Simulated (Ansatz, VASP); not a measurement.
## AlN: VASP beside Ansatz

```
Al N
1.0
     0.00000    2.01887    1.99202
     2.01887    0.00000    1.99202
     2.01887    2.01887    0.00000
Al N
1 1
Direct
  0.00000 0.00000 0.00000
  0.50000 0.50000 0.50000
```

Change from the starting cell: uniaxial_z strain -1.3%.

Alike in both runs: task single point; functional PBE; k mesh 10 × 10 × 10; occupations fermi-dirac, width 0.02 eV; no spin polarisation.

```csv
,VASP,Ansatz
version,VASP 6.6.1,Ansatz 0.2.0
potentials or method,"VASP PAW PBE potentials, release 64 (Al, N)","plane waves, PAW"
plane-wave cutoff (eV),520,420
valence electrons in the cell,8,8
```

```csv
,VASP,Ansatz,Ansatz less VASP
gap on the k mesh at the Fermi level (eV),4.66,4.69,+0.025
pressure (GPa),10.0,10.3,+0.31
"traceless stress, the component that is largest in VASP (GPa)",2.92,2.93,+0.008
```
